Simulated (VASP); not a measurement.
# SiO2 (I-42d) in VASP: single point with PBE

Aim: the single point of SiO2 with PBE.

Program: VASP 6.6.1. These are calculated values, not measurements. Logs are shortened: lines on timing, memory, paths and dates and some standing lists are left out, and cuts for length are marked.

## Step 1: The cell of the first run

It takes space group I-42d (No. 122, tetragonal). Conventional cell: a = 5.026 Å, b = 5.026 Å, c = 7.372 Å, α = 90.00°, β = 90.00°, γ = 90.00°. Within 2.2 Å of Si (site symmetry -4) lie 4 O at 1.63 Å. Within 2.2 Å of O (site symmetry 2) lie 2 Si at 1.63 Å.

## Step 2: Single point, PBE

The input, INCAR:

```
ALGO     = Normal         # electronic algorithm
EDIFF    = 1E-6           # SCF threshold, eV
ENCUT    = 520            # plane-wave cutoff, eV
GGA      = PE             # functional
ISIF     = 2              # what is computed and relaxed
ISMEAR   = 0              # smearing method
LASPH    = T              # aspherical terms in the spheres
LCHARG   = F              # write CHGCAR
LREAL    = F              # projectors in reciprocal space
LWAVE    = F              # write WAVECAR
NBANDS   = 25             # bands
NELM     = 100            # most SCF steps
PREC     = Accurate       # precision mode
SIGMA    = 0.02           # smearing width, eV
```

The input, KPOINTS:

```
k-points
0
Gamma
  6 6 6
```

The input, POSCAR:

```
SiO2
1.0
   -2.5131486438      2.5131486438      3.6858706547
    2.5131486438     -2.5131486438      3.6858706547
    2.5131486438      2.5131486438     -3.6858706547
Si O
2 4
Direct
    0.0000000000      0.0000000000      0.0000000000
    0.7500000000      0.2500000000      0.5000000000
    0.3750000000      0.2174786118      0.3424786118
    0.9674786118      0.6250000000      0.8424786118
    0.7825213882      0.1250000000      0.1575213882
    0.8750000000      0.0325213882      0.6575213882
```

Potentials or basis: VASP PAW PBE potentials, release 64 (Si, O).

The run is started by

```
$ cat potpaw_PBE.64/Si/POTCAR potpaw_PBE.64/O/POTCAR > POTCAR
$ mpirun -np 1 vasp_std > vasp.out
```

OUTCAR:

```text
EDIFF = 1E-6
   ENCUT = 520
   GGA = PE
   ISIF = 2
   ISMEAR = 0
   LASPH = T
   LREAL = F
   NELM = 100
   PREC = Accurate

 ion  position               nearest neighbor table
   1  0.000  0.000  0.000-   3 1.63   4 1.63   5 1.63   6 1.63   2 3.12   2 3.12   2 3.12   2 3.12

   2  0.750  0.250  0.500-   3 1.63   4 1.63   6 1.63   5 1.63   1 3.12   1 3.12   1 3.12   1 3.12

   3  0.375  0.217  0.342-   1 1.63   2 1.63
   4  0.967  0.625  0.842-   1 1.63   2 1.63
   5  0.783  0.125  0.158-   1 1.63   2 1.63
   6  0.875  0.033  0.658-   2 1.63   1 1.63

  LATTYP: Found a body centered tetragonal cell.
 ALAT       =     5.0262972876
 C/A-ratio  =     1.4666345597

  Lattice vectors:

 A1 = (  -2.5131486438,   2.5131486438,   3.6858706547)
 A2 = (   2.5131486438,  -2.5131486438,   3.6858706547)
 A3 = (   2.5131486438,   2.5131486438,  -3.6858706547)

Analysis of symmetry for initial positions (statically):
=====================================================================
 Subroutine PRICEL returns:
 Original cell was already a primitive cell.

 Routine SETGRP: Setting up the symmetry group for a
 body centered tetragonal supercell.

 Subroutine GETGRP returns: Found  8 space group operations
 (whereof  4 operations were pure point group operations)
 out of a pool of 16 trial point group operations.

The static configuration has the point symmetry S_4 .
 The point group associated with its full space group is D_2d.

Analysis of symmetry for dynamics (positions and initial velocities):
=====================================================================
 Subroutine PRICEL returns:
 Original cell was already a primitive cell.

 Routine SETGRP: Setting up the symmetry group for a
 body centered tetragonal supercell.

 Subroutine GETGRP returns: Found  8 space group operations
 (whereof  4 operations were pure point group operations)
 out of a pool of 16 trial point group operations.

The dynamic configuration has the point symmetry S_4 .
 The point group associated with its full space group is D_2d.

 Subroutine INISYM returns: Found  8 space group operations
 (whereof  4 operations are pure point group operations),
 and found     1 'primitive' translations

----------------------------------------------------------------------------------------

                                     Primitive cell

  volume of cell :      93.1186

  direct lattice vectors                    reciprocal lattice vectors
    -2.513148644  2.513148644  3.685870655     0.000000000  0.198953612  0.135653160
     2.513148644 -2.513148644  3.685870655     0.198953612  0.000000000  0.135653160
     2.513148644  2.513148644 -3.685870655     0.198953612  0.198953612  0.000000000

  length of vectors
     5.120300254  5.120300254  5.120300254     0.240799334  0.240799334  0.281362896

  position of ions in fractional coordinates (direct lattice)
     0.000000000  0.000000000  0.000000000
     0.750000000  0.250000000  0.500000000
     0.375000000  0.217478612  0.342478612
     0.967478612  0.625000000  0.842478612
     0.782521388  0.125000000  0.157521388
     0.875000000  0.032521388  0.657521388

  ion indices of the primitive-cell ions
   primitive index   ion index
                 1           1
                 2           2
                 3           3
                 4           4
                 5           5
                 6           6

----------------------------------------------------------------------------------------

 KPOINTS: k-points

Automatic generation of k-mesh.
 Grid dimensions read from file:
 generate k-points for:    6    6    6

 Generating k-lattice:

  Cartesian coordinates                     Fractional coordinates (reciprocal lattice)
     0.000000000  0.033158935  0.022608860     0.166666667  0.000000000  0.000000000
     0.033158935  0.000000000  0.022608860     0.000000000  0.166666667  0.000000000
     0.033158935  0.033158935  0.000000000     0.000000000  0.000000000  0.166666667

  Length of vectors
     0.040133222  0.040133222  0.046893816

  Shift w.r.t. Gamma in fractional coordinates (k-lattice)
     0.000000000  0.000000000  0.000000000

 Subroutine IBZKPT returns following result:
 ===========================================

 Found     30 irreducible k-points:

 Following reciprocal coordinates:
            Coordinates               Weight
  0.000000  0.000000  0.000000      1.000000
  0.166667 -0.000000  0.000000      8.000000
  0.333333 -0.000000  0.000000      8.000000
  0.500000  0.000000  0.000000      4.000000
  0.166667  0.166667  0.000000      8.000000
  0.333333  0.166667  0.000000     16.000000
[... 16 lines left out ...]
 -0.333333 -0.333333  0.166667      8.000000
 -0.166667 -0.333333  0.166667      8.000000
 [... further k-points ...]
   k-points           NKPTS =     30   k-points in BZ     NKDIM =     30   number of bands    NBANDS=     25
   number of dos      NEDOS =    301   number of ions     NIONS =      6
   total plane-waves  NPLWV =  64000
   dimension x,y,z NGX =    40 NGY =   40 NGZ =   40
   dimension x,y,z NGXF=    80 NGYF=   80 NGZF=   80
   ions per type =               2   4
   NGX,Y,Z   is equivalent  to a cutoff of  12.99, 12.99, 12.99 a.u.
   NGXF,Y,Z  is equivalent  to a cutoff of  25.97, 25.97, 25.97 a.u.
 SYSTEM =  unknown system
   PREC   = accura    normal or accurate (medium, high low for compatibility)
   ISTART =      0    job   : 0-new  1-cont  2-samecut
   ICHARG =      2    charge: 1-file 2-atom 10-const
   ISPIN  =      1    spin polarized calculation?
   LNONCOLLINEAR =      F non collinear calculations
   LSORBIT =      F    spin-orbit coupling
   LASPH  =      T    aspherical Exc in radial PAW
   ENCUT  =  520.0 eV  38.22 Ry    6.18 a.u.   9.52  9.52  9.52*2*pi/ulx,y,z
   NELM   =    100;   NELMIN=  2; NELMDL= -5     # of ELM steps
   EDIFF  = 0.1E-05   stopping-criterion for ELM
   LREAL  =      F    real-space projection
   EDIFFG = 0.1E-04   stopping-criterion for IOM
   NSW    =      0    number of steps for IOM
   IBRION =     -1    ionic relax: 0-MD 1-quasi-New 2-CG
   NFREE  =      0    steps in history (QN), initial steepest desc. (CG)
   ISIF   =      2    stress and relaxation
   ISYM   =      2    0-nonsym 1-usesym 2-fastsym
   POTIM  = 0.5000    time-step for ionic-motion
   TEBEG  =    0.0;   TEEND  =   0.0 temperature during run
   PSTRESS=    0.0 pullay stress
   NELECT =      32.0000    total number of electrons
   NUPDOWN=      -1.0000    fix difference up-down
   EMIN   =  10.00;   EMAX   =-10.00  energy-range for DOS
   EFERMI =   0.00;   METHOD = LEGACY
   ISMEAR =     0;   SIGMA  =   0.02  broadening in eV -4-tet -1-fermi 0-gaus
   EFERMI_NEDOS =   21; number of points for ismear=-14 and -15
   IALGO  =     38    algorithm
   IMIX   =      4    mixing-type and parameters
     AMIX     =   0.40;   BMIX     =  1.00
     AMIX_MAG =   1.60;   BMIX_MAG =  1.00
  volume/ion in A,a.u.               =      15.52       104.73
  Fermi-wavevector in a.u.,A,eV,Ry     =   1.146690  2.166930 17.890272  1.314898
  Thomas-Fermi vector in A             =   2.283373
   LORBIT       =      0    0 simple, 1 ext, 2 COOP (PROOUT), +10 PAW based schemes
   GGA     = PE    functional components
   LHFCALC =     F    Hartree Fock is set to
   AEXX    =    0.0000 exact exchange contribution
   IVDW    =     0    specifies the selected vdW correction
   LEPSILON=     F    determine dielectric tensor
   LRPA    =     F    only Hartree local field effects (RPA)
 non-spin polarized calculation
 Gauss-broadening in eV      SIGMA  =   0.02
  energy-cutoff  :      520.00
  volume of cell :       93.12
 maximum number of plane-waves:      2531
 NGX is ok and might be reduce to    40
   NGX = 19   NGY = 19   NGZ = 19

 number of electron      31.9999995 magnetization

 Free energy of the ion-electron system (eV)
  ---------------------------------------------------
  ext. energy  EPLUGINS =         0.00000000
  ---------------------------------------------------
  free energy    TOTEN  =       -47.49209327 eV

  energy without entropy =      -47.49209327  energy(sigma->0) =      -47.49209327

 E-fermi :  -0.5374     XC(G=0):  -8.0118

 val. band max:       -0.6371868077   @ k =   0.0000   0.0000   0.0000
 cond. band min:       5.0995664777   @ k =   0.0000   0.0000   0.0000
 fundamental gap:      5.7367532855
 Fermi energy:        -0.5373520690

 k-point     1 :       0.0000    0.0000    0.0000
  band No.  band energies     occupation
      1     -19.7368      2.00000
      2     -17.7370      2.00000
      3     -17.7370      2.00000
      4     -17.6785      2.00000
      5      -9.8625      2.00000
      6      -6.1223      2.00000
[... 17 lines left out ...]
     24      12.2255      0.00000
     25      12.8824      0.00000

 k-point     2 :       0.1667   -0.0000    0.0000
  band No.  band energies     occupation
      1     -19.6574      2.00000
      2     -17.8579      2.00000
      3     -17.7412      2.00000
      4     -17.6983      2.00000
      5      -9.6494      2.00000
      6      -6.1962      2.00000
[... 17 lines left out ...]
     24      12.1798      0.00000
     25      12.5968      0.00000

 k-point     3 :       0.3333   -0.0000    0.0000
  band No.  band energies     occupation
      1     -19.4563      2.00000
      2     -18.1651      2.00000
      3     -17.7485      2.00000
      4     -17.7104      2.00000
      5      -9.1617      2.00000
      6      -6.4596      2.00000
[... 552 lines left out ...]
 k-point    23 :      -0.3333   -0.3333    0.1667
  band No.  band energies     occupation
      1     -19.2580      2.00000
      2     -18.4048      2.00000
      3     -17.7606      2.00000
      4     -17.7450      2.00000
      5      -8.6537      2.00000
      6      -6.8793      2.00000
[... 17 lines left out ...]
     24      12.2835      0.00000
     25      12.8462      0.00000

 k-point    24 :      -0.1667   -0.3333    0.1667
  band No.  band energies     occupation
      1     -19.4572      2.00000
      2     -18.1383      2.00000
      3     -17.7521      2.00000
      4     -17.7393      2.00000
      5      -9.1229      2.00000
      6      -6.4462      2.00000
[... 17 lines left out ...]
     24      12.1840      0.00000
     25      12.7883      0.00000

 [... further k-points ...]
[... 5 lines left out ...]
  --------------------------------------------------------------------------------------
  -------------------------------------------------------------------------------------
  Total        0.0515920      0.0515920      0.0920894      0.0000000     -0.0000000      0.0000000
  in kB        0.8876808      0.8876808      1.5844690      0.0000000     -0.0000000      0.0000000
  external PRESSURE =       1.1199435 kB  Pullay stress =       0.0000000 kB

 VOLUME and BASIS-vectors are now :
 -----------------------------------------------------------------------------
  energy-cutoff  :      520.00
  volume of cell :       93.12
      direct lattice vectors                 reciprocal lattice vectors
    -2.513148644  2.513148644  3.685870655     0.000000000  0.198953612  0.135653160
     2.513148644 -2.513148644  3.685870655     0.198953612  0.000000000  0.135653160
     2.513148644  2.513148644 -3.685870655     0.198953612  0.198953612  0.000000000

 POSITION                                       TOTAL-FORCE (eV/Angst)
 -----------------------------------------------------------------------------------
      0.00000      0.00000      0.00000         0.000000      0.000000      0.000000
      0.00000      2.51315      1.84294         0.000000      0.000000      0.000000
      0.46482      1.25657      0.92147        -0.006913      0.000000      0.000000
      1.25657      2.97797      2.76440         0.000000     -0.006913      0.000000
     -1.25657      2.04832      2.76440         0.000000      0.006913     -0.000000
     -0.46482      3.76972      0.92147         0.006913      0.000000     -0.000000
 -----------------------------------------------------------------------------------
    total drift:                                0.000004      0.000004      0.000003

  FREE ENERGIE OF THE ION-ELECTRON SYSTEM (eV)
  ---------------------------------------------------
  free  energy   TOTEN  =       -47.4920932726 eV

  energy  without entropy=      -47.4920932726  energy(sigma->0) =      -47.49209327
```

It took 58 s on 1 thread of Intel Xeon Platinum 8488C (Sapphire Rapids), shared host; peak memory 0.24 GiB.

What came out:

| Property | Result |
| --- | --- |
| Free energy | -47.4921 eV |
| Pressure | 0.1 GPa |
| Largest force | 0.007 eV/Å |
| Band gap on the k mesh | 5.74 eV, direct |

Forces on the atoms (eV/Å):
```
Si   0.000  0.000  0.000
Si   0.000  0.000  0.000
O   -0.007  0.000  0.000
O    0.000 -0.007  0.000
O    0.000  0.007  0.000
O    0.007  0.000  0.000
```

Levels at points of the mesh, in eV from the valence-band top:
```csv
k point,band 12,band 13,band 14,band 15,band 16,band 17,band 18,band 19,band 20,band 21
"(0.00, 0.00, 0.00)",-1.60,-1.55,-0.65,0.00,0.00,5.74,8.71,10.23,10.29,10.29
"(0.50, 0.00, 0.00)",-1.61,-1.48,-0.79,-0.51,-0.13,7.93,8.83,9.58,10.02,10.56
"(0.50, 0.50, 0.00)",-2.05,-0.97,-0.97,-0.35,-0.35,8.91,8.91,10.02,10.02,10.95
"(0.50, 0.50, 0.50)",-2.06,-1.43,-1.43,-0.34,-0.34,8.73,8.73,10.18,10.18,11.31
```

A k mesh can miss the band edges.
